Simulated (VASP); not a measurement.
# PtS2 (P4_2/nnm) in VASP: notebook

Runs on PtS2. Level: PBE. Tasks: single point, relaxation of cell and atoms.

All numbers are computed with VASP 6.6.1; they aren't measurements. Logs are shortened: lines on timing, memory, paths and dates and some standing lists are left out, and cuts for length are marked.

### Step 1. The cell of the first run

The structure is tetragonal, space group P4_2/nnm (No. 134). The conventional cell has a = 4.640 Å, b = 4.640 Å, c = 6.943 Å, α = 90.00°, β = 90.00°, γ = 90.00°. Pt (site symmetry -42m) has 4 S at 2.39 Å within 3.2 Å. S (site symmetry 2/m) has 2 Pt at 2.39 Å and 4 S at 3.28 Å within 3.3 Å.

The cell was generated, and may not be a known phase.

### Step 2. Single point, PBE

File INCAR:

```
PREC     = Accurate       # precision mode
ENCUT    = 520            # plane-wave cutoff, eV
EDIFF    = 1E-6           # SCF threshold, eV
ISMEAR   = 0              # smearing method
SIGMA    = 0.1            # smearing width, eV
LREAL    = False          # projectors in reciprocal space
LASPH    = True           # aspherical terms in the spheres
NELM     = 100            # most SCF steps
ALGO     = Normal         # electronic algorithm
ISIF     = 2              # what is computed and relaxed
LWAVE    = False          # write WAVECAR
LCHARG   = True           # write CHGCAR
GGA      = PE             # functional
LELF     = True           # ELF
LVHAR    = True         
NBANDS   = 31             # bands
```

File KPOINTS:

```
regular mesh
0
Gamma
  4 4 4
```

File POSCAR:

```
PtS2
1.0
    4.6396737300      0.0000000000      0.0000000000
    0.0000000000      4.6396737300      0.0000000000
    0.0000000000      0.0000000000      6.9431105900
Pt S
2 4
Direct
    0.0000000000      0.0000000000      0.0000000000
    0.5000000000      0.5000000000      0.5000000000
    0.7500000000      0.7500000000      0.7500000000
    0.2500000000      0.2500000000      0.7500000000
    0.7500000000      0.2500000000      0.2500000000
    0.2500000000      0.7500000000      0.2500000000
```

Potentials or basis: VASP PAW PBE potentials, release 64 (Pt, S).

On the command line:

```sh
$ cat potpaw_PBE.64/Pt/POTCAR potpaw_PBE.64/S/POTCAR > POTCAR
$ mpirun -np 1 vasp_std > vasp.out
```

OUTCAR:

```text
PREC = Accurate
   ENCUT = 520
   EDIFF = 1E-6
   ISMEAR = 0
   LREAL = False
   LASPH = True
   NELM = 100
   ISIF = 2
   GGA = PE

 ion  position               nearest neighbor table
   1  0.000  0.000  0.000-   3 2.39   4 2.39   5 2.39   6 2.39
   2  0.500  0.500  0.500-   3 2.39   4 2.39   5 2.39   6 2.39
   3  0.750  0.750  0.750-   1 2.39   2 2.39
   4  0.250  0.250  0.750-   1 2.39   2 2.39
   5  0.750  0.250  0.250-   1 2.39   2 2.39
   6  0.250  0.750  0.250-   1 2.39   2 2.39

  LATTYP: Found a simple tetragonal cell.
 ALAT       =     4.6396737300
 C/A-ratio  =     1.4964652676

  Lattice vectors:

 A1 = (   4.6396737300,   0.0000000000,   0.0000000000)
 A2 = (   0.0000000000,   4.6396737300,   0.0000000000)
 A3 = (   0.0000000000,   0.0000000000,   6.9431105900)

Analysis of symmetry for initial positions (statically):
=====================================================================
 Subroutine PRICEL returns:
 Original cell was already a primitive cell.

 Routine SETGRP: Setting up the symmetry group for a
 simple tetragonal supercell.

 Subroutine GETGRP returns: Found 16 space group operations
 (whereof  8 operations were pure point group operations)
 out of a pool of 16 trial point group operations.

The static configuration has the point symmetry D_2d.
 The point group associated with its full space group is D_4h.

Analysis of symmetry for dynamics (positions and initial velocities):
=====================================================================
 Subroutine PRICEL returns:
 Original cell was already a primitive cell.

 Routine SETGRP: Setting up the symmetry group for a
 simple tetragonal supercell.

 Subroutine GETGRP returns: Found 16 space group operations
 (whereof  8 operations were pure point group operations)
 out of a pool of 16 trial point group operations.

The dynamic configuration has the point symmetry D_2d.
 The point group associated with its full space group is D_4h.

 Subroutine INISYM returns: Found 16 space group operations
 (whereof  8 operations are pure point group operations),
 and found     1 'primitive' translations

----------------------------------------------------------------------------------------

                                     Primitive cell

  volume of cell :     149.4614

  direct lattice vectors                    reciprocal lattice vectors
     4.639673730  0.000000000  0.000000000     0.215532397  0.000000000  0.000000000
     0.000000000  4.639673730  0.000000000     0.000000000  0.215532397  0.000000000
     0.000000000  0.000000000  6.943110590     0.000000000  0.000000000  0.144027664

  length of vectors
     4.639673730  4.639673730  6.943110590     0.215532397  0.215532397  0.144027664

  position of ions in fractional coordinates (direct lattice)
     0.000000000  0.000000000  0.000000000
     0.500000000  0.500000000  0.500000000
     0.750000000  0.750000000  0.750000000
     0.250000000  0.250000000  0.750000000
     0.750000000  0.250000000  0.250000000
     0.250000000  0.750000000  0.250000000

  ion indices of the primitive-cell ions
   primitive index   ion index
                 1           1
                 2           2
                 3           3
                 4           4
                 5           5
                 6           6

----------------------------------------------------------------------------------------

 KPOINTS: regular mesh

Automatic generation of k-mesh.
 Grid dimensions read from file:
 generate k-points for:    4    4    4

 Generating k-lattice:

  Cartesian coordinates                     Fractional coordinates (reciprocal lattice)
     0.053883099  0.000000000  0.000000000     0.250000000  0.000000000  0.000000000
     0.000000000  0.053883099  0.000000000     0.000000000  0.250000000  0.000000000
     0.000000000  0.000000000  0.036006916     0.000000000  0.000000000  0.250000000

  Length of vectors
     0.053883099  0.053883099  0.036006916

  Shift w.r.t. Gamma in fractional coordinates (k-lattice)
     0.000000000  0.000000000  0.000000000

 Subroutine IBZKPT returns following result:
 ===========================================

 Found     18 irreducible k-points:

 Following reciprocal coordinates:
            Coordinates               Weight
  0.000000  0.000000  0.000000      1.000000
  0.250000  0.000000  0.000000      4.000000
  0.500000  0.000000  0.000000      2.000000
  0.250000  0.250000  0.000000      4.000000
  0.500000  0.250000  0.000000      4.000000
  0.500000  0.500000  0.000000      1.000000
[... 10 lines left out ...]
  0.500000  0.250000  0.500000      4.000000
  0.500000  0.500000  0.500000      1.000000
   k-points           NKPTS =     18   k-points in BZ     NKDIM =     18   number of bands    NBANDS=     31
   number of dos      NEDOS =    301   number of ions     NIONS =      6
   total plane-waves  NPLWV =  69984
   dimension x,y,z NGX =    36 NGY =   36 NGZ =   54
   dimension x,y,z NGXF=    72 NGYF=   72 NGZF=  108
   ions per type =               2   4
   NGX,Y,Z   is equivalent  to a cutoff of  12.90, 12.90, 12.93 a.u.
   NGXF,Y,Z  is equivalent  to a cutoff of  25.80, 25.80, 25.86 a.u.
 SYSTEM =  unknown system
   PREC   = accura    normal or accurate (medium, high low for compatibility)
   ISTART =      0    job   : 0-new  1-cont  2-samecut
   ICHARG =      2    charge: 1-file 2-atom 10-const
   ISPIN  =      1    spin polarized calculation?
   LNONCOLLINEAR =      F non collinear calculations
   LSORBIT =      F    spin-orbit coupling
   LASPH  =      T    aspherical Exc in radial PAW
   ENCUT  =  520.0 eV  38.22 Ry    6.18 a.u.   8.63  8.63 12.91*2*pi/ulx,y,z
   NELM   =    100;   NELMIN=  2; NELMDL= -5     # of ELM steps
   EDIFF  = 0.1E-05   stopping-criterion for ELM
   LREAL  =      F    real-space projection
   EDIFFG = 0.1E-04   stopping-criterion for IOM
   NSW    =      0    number of steps for IOM
   IBRION =     -1    ionic relax: 0-MD 1-quasi-New 2-CG
   NFREE  =      0    steps in history (QN), initial steepest desc. (CG)
   ISIF   =      2    stress and relaxation
   ISYM   =      2    0-nonsym 1-usesym 2-fastsym
   POTIM  = 0.5000    time-step for ionic-motion
   TEBEG  =    0.0;   TEEND  =   0.0 temperature during run
   PSTRESS=    0.0 pullay stress
   NELECT =      44.0000    total number of electrons
   NUPDOWN=      -1.0000    fix difference up-down
   EMIN   =  10.00;   EMAX   =-10.00  energy-range for DOS
   EFERMI =   0.00;   METHOD = LEGACY
   ISMEAR =     0;   SIGMA  =   0.10  broadening in eV -4-tet -1-fermi 0-gaus
   EFERMI_NEDOS =   21; number of points for ismear=-14 and -15
   IALGO  =     38    algorithm
   IMIX   =      4    mixing-type and parameters
     AMIX     =   0.40;   BMIX     =  1.00
     AMIX_MAG =   1.60;   BMIX_MAG =  1.00
  volume/ion in A,a.u.               =      24.91       168.10
  Fermi-wavevector in a.u.,A,eV,Ry     =   1.089054  2.058014 16.137034  1.186039
  Thomas-Fermi vector in A             =   2.225249
   LORBIT       =      0    0 simple, 1 ext, 2 COOP (PROOUT), +10 PAW based schemes
   GGA     = PE    functional components
   LHFCALC =     F    Hartree Fock is set to
   AEXX    =    0.0000 exact exchange contribution
   IVDW    =     0    specifies the selected vdW correction
   LEPSILON=     F    determine dielectric tensor
   LRPA    =     F    only Hartree local field effects (RPA)
 non-spin polarized calculation
 Gauss-broadening in eV      SIGMA  =   0.10
  energy-cutoff  :      520.00
  volume of cell :      149.46
 maximum number of plane-waves:      4057
 NGX is ok and might be reduce to    36
   NGX = 17   NGY = 17   NGZ = 25

 number of electron      43.9999986 magnetization

 Free energy of the ion-electron system (eV)
  ---------------------------------------------------
  ext. energy  EPLUGINS =         0.00000000
  ---------------------------------------------------
  free energy    TOTEN  =       -24.61089709 eV

  energy without entropy =      -24.55036386  energy(sigma->0) =      -24.58063047

 E-fermi :   2.8887     XC(G=0):  -9.1782

 val. band max:        2.8807326962   @ k =   0.5000   0.2500   0.5000
 cond. band min:       2.9107136922   @ k =   0.2500   0.0000   0.2500
 fundamental gap:      0.0299809960
 Fermi energy:         2.8886621831

 k-point     1 :       0.0000    0.0000    0.0000
  band No.  band energies     occupation
      1     -10.3769      2.00000
      2      -9.6561      2.00000
      3      -8.7318      2.00000
      4      -8.7318      2.00000
      5      -3.4214      2.00000
      6      -2.1457      2.00000
[... 23 lines left out ...]
     30       9.4368      0.00000
     31      10.1260      0.00000

 k-point     2 :       0.2500    0.0000    0.0000
  band No.  band energies     occupation
      1     -10.1626      2.00000
      2      -9.5303      2.00000
      3      -9.0028      2.00000
      4      -8.8774      2.00000
      5      -3.2249      2.00000
      6      -2.3178      2.00000
[... 23 lines left out ...]
     30      10.2482      0.00000
     31      11.1891      0.00000

 k-point     3 :       0.5000    0.0000    0.0000
  band No.  band energies     occupation
      1      -9.6109      2.00000
      2      -9.6109      2.00000
      3      -9.2139      2.00000
      4      -9.2139      2.00000
      5      -2.7609      2.00000
      6      -2.7609      2.00000
[... 23 lines left out ...]
     30      10.9228      0.00000
     31      11.1092      0.00000

 k-point     4 :       0.2500    0.2500    0.0000
  band No.  band energies     occupation
      1      -9.9796      2.00000
      2      -9.4420      2.00000
      3      -9.0893      2.00000
      4      -9.0415      2.00000
      5      -3.1049      2.00000
      6      -2.3712      2.00000
[... 23 lines left out ...]
     30      10.0961      0.00000
     31      10.8565      0.00000

 k-point     5 :       0.5000    0.2500    0.0000
  band No.  band energies     occupation
      1      -9.5284      2.00000
      2      -9.5284      2.00000
      3      -9.2387      2.00000
      4      -9.2387      2.00000
      5      -2.7473      2.00000
      6      -2.7473      2.00000
[... 23 lines left out ...]
     30      10.0705      0.00000
     31      10.7454      0.00000
[... 338 lines left out ...]
     30      10.2900      0.00000
     31      11.4343      0.00000

 k-point    16 :       0.2500    0.2500    0.5000
  band No.  band energies     occupation
      1      -9.7707      2.00000
      2      -9.7130      2.00000
      3      -9.0441      2.00000
      4      -9.0421      2.00000
      5      -3.0727      2.00000
      6      -2.3220      2.00000
[... 23 lines left out ...]
     30      10.3574      0.00000
     31      10.6160      0.00000

 k-point    17 :       0.5000    0.2500    0.5000
  band No.  band energies     occupation
      1      -9.5790      2.00000
      2      -9.4077      2.00000
      3      -9.3126      2.00000
      4      -9.2280      2.00000
      5      -3.3136      2.00000
      6      -2.3653      2.00000
[... 23 lines left out ...]
     30       9.8884      0.00000
     31      11.6052      0.00000

 k-point    18 :       0.5000    0.5000    0.5000
  band No.  band energies     occupation
      1      -9.5649      2.00000
      2      -9.3128      2.00000
      3      -9.3128      2.00000
      4      -9.1916      2.00000
      5      -3.6694      2.00000
      6      -2.3602      2.00000
[... 23 lines left out ...]
     30       9.0342      0.00000
     31      11.6407      0.00000

------------------------ aborting loop because EDIFF is reached ----------------------------------------

  FORCE on cell =-STRESS in cart. coord.  units (eV):
  Direction    XX          YY          ZZ          XY          YZ          ZX
  --------------------------------------------------------------------------------------
  -------------------------------------------------------------------------------------
  Total       -5.1444671     -5.1444671    -11.6648147      0.0000000      0.0000000      0.0000000
  in kB      -55.1470154    -55.1470154   -125.0430217      0.0000000      0.0000000      0.0000000
  external PRESSURE =     -78.4456841 kB  Pullay stress =       0.0000000 kB

 VOLUME and BASIS-vectors are now :
 -----------------------------------------------------------------------------
  energy-cutoff  :      520.00
  volume of cell :      149.46
      direct lattice vectors                 reciprocal lattice vectors
     4.639673730  0.000000000  0.000000000     0.215532397  0.000000000  0.000000000
     0.000000000  4.639673730  0.000000000     0.000000000  0.215532397  0.000000000
     0.000000000  0.000000000  6.943110590     0.000000000  0.000000000  0.144027664

 POSITION                                       TOTAL-FORCE (eV/Angst)
 -----------------------------------------------------------------------------------
      0.00000      0.00000      0.00000         0.000000      0.000000     -0.000000
      2.31984      2.31984      3.47156         0.000000     -0.000000     -0.000000
      3.47976      3.47976      5.20733        -0.000000     -0.000000     -0.000000
      1.15992      1.15992      5.20733        -0.000000      0.000000     -0.000000
      3.47976      1.15992      1.73578         0.000000     -0.000000     -0.000000
      1.15992      3.47976      1.73578         0.000000      0.000000      0.000000
 -----------------------------------------------------------------------------------
    total drift:                                0.000000     -0.000000      0.000000

  FREE ENERGIE OF THE ION-ELECTRON SYSTEM (eV)
  ---------------------------------------------------
  free  energy   TOTEN  =       -24.6108970881 eV

  energy  without entropy=      -24.5503638568  energy(sigma->0) =      -24.58063047
```

It took 37 s on 1 thread of Intel Xeon 6975P-C (Granite Rapids), shared host; peak memory 0.27 GiB.

Results:

* Free energy: -24.6109 eV
* Pressure: -7.8 GPa
* Band gap on the k mesh: zero (bands 22 and 23 overlap by 0.60 eV)

Caveat: the stress differs along the axes, from -13 to -6 GPa; spin-orbit coupling is left out, which moves the levels of the heavy elements.

### Step 3. Relaxation of cell and atoms, PBE

File INCAR:

```
ALGO = Normal ; EDIFF = 1E-6
EDIFFG = -0.04 ; ENCUT = 600
GGA = PE ; IBRION = 2
ISIF = 3 ; ISMEAR = 0
LASPH = T ; LCHARG = F
LREAL = F ; LWAVE = F
NELM = 100 ; NSW = 90
PREC = Accurate ; SIGMA = 0.1
```

File KPOINTS:

```
k-points
0
Gamma
  4 4 4
```

POSCAR is that of step 2.

Potentials or basis: VASP PAW PBE potentials, release 64 (Pt, S).

On the command line:

```sh
$ cat potpaw_PBE.64/Pt/POTCAR potpaw_PBE.64/S/POTCAR > POTCAR
$ mpirun -np 1 vasp_std > vasp.out
```

It took 5.7 min on 1 thread of Intel Xeon 6975P-C (Granite Rapids), shared host; peak memory 0.34 GiB.

Results (log left out):

```
Free energy                           : -26.0296 eV
Relaxed volume                        : 23.42 Å³/atom
Relaxed cell                          : a = 5.221 Å, b = 5.221 Å, c = 5.155 Å, α = 90.00°, β = 90.00°, γ = 90.00°
Space group after relaxing (to 0.1 Å) : Pn-3m (No. 224)
Energy gained by relaxing             : 236.3 meV/atom
Ionic steps                           : 13
Pressure after relaxing               : 0.0 GPa
Band gap on the k mesh                : zero (bands 22 and 23 overlap by 1.57 eV)
```

Stress tensor (GPa, compression positive):
```
-0.08  0.00  0.00
 0.00 -0.08  0.00
 0.00  0.00  0.26
```

The path:
```
step  energy change (eV)  largest force (eV/Å)  pressure (GPa)  volume (Å³)
   1              0.0000                0.0000           -7.81       149.46
   2             -0.3998                0.0000            7.60       124.57
   3             -0.5600                0.0000            0.81       132.30
   4             -0.6405                0.0000            0.97       133.23
   5             -0.9503                0.0000            1.12       135.62
   6             -1.3707                0.0000            1.20       138.38
   7             -0.9079                0.0000            1.05       134.49
   8             -1.3851                0.0000            1.17       138.50
   9             -1.4082                0.0000            1.20       138.65
  10             -1.2295                0.0000           -5.05       151.16
  11             -1.4145                0.0000            0.02       140.55
  12             -1.4145                0.0000            0.06       140.47
  13             -1.4180                0.0000            0.03       140.53
```

Final structure:
```yaml
crystal:
  lattice:
    - [5.22128, 0.00000, 0.00000]
    - [0.00000, 5.22128, 0.00000]
    - [0.00000, 0.00000, 5.15477]
  atoms:
    - { symbol: Pt, position: [0.00000, 0.00000, 0.00000] }
    - { symbol: Pt, position: [0.50000, 0.50000, 0.50000] }
    - { symbol: S, position: [0.75000, 0.75000, 0.75000] }
    - { symbol: S, position: [0.25000, 0.25000, 0.75000] }
    - { symbol: S, position: [0.75000, 0.25000, 0.25000] }
    - { symbol: S, position: [0.25000, 0.75000, 0.25000] }
```

Levels at points of the mesh, in eV from the Fermi level:
| k point | band 18 | band 19 | band 20 | band 21 | band 22 | band 23 | band 24 | band 25 | band 26 |
| --- | --- | --- | --- | --- | --- | --- | --- | --- | --- |
| (0.00, 0.00, 0.00) | -1.71 | -1.41 | -1.41 | -1.35 | -0.24 | -0.23 | 2.40 | 2.40 | 2.60 |
| (0.50, 0.00, 0.00) | -2.04 | -0.69 | -0.69 | -0.24 | -0.24 | 0.16 | 0.16 | 0.76 | 0.76 |
| (0.50, 0.50, 0.00) | -1.88 | -0.86 | -0.86 | 0.09 | 0.09 | 0.41 | 0.41 | 1.02 | 1.02 |
| (0.00, 0.00, 0.50) | -2.09 | -0.67 | -0.67 | -0.28 | -0.28 | 0.17 | 0.17 | 0.76 | 0.76 |
| (0.50, 0.00, 0.50) | -1.87 | -0.87 | -0.87 | 0.07 | 0.07 | 0.42 | 0.42 | 1.06 | 1.06 |
| (0.50, 0.50, 0.50) | -2.86 | -0.66 | -0.63 | -0.63 | 1.35 | 1.35 | 2.07 | 2.07 | 2.98 |

Caveat: a cell axis changed by over 15 % at a fixed basis, so the end point is rough; spin-orbit coupling is left out, which moves the levels of the heavy elements.

The gap in the log of VASP goes by the Fermi energy; the results here count the filled bands.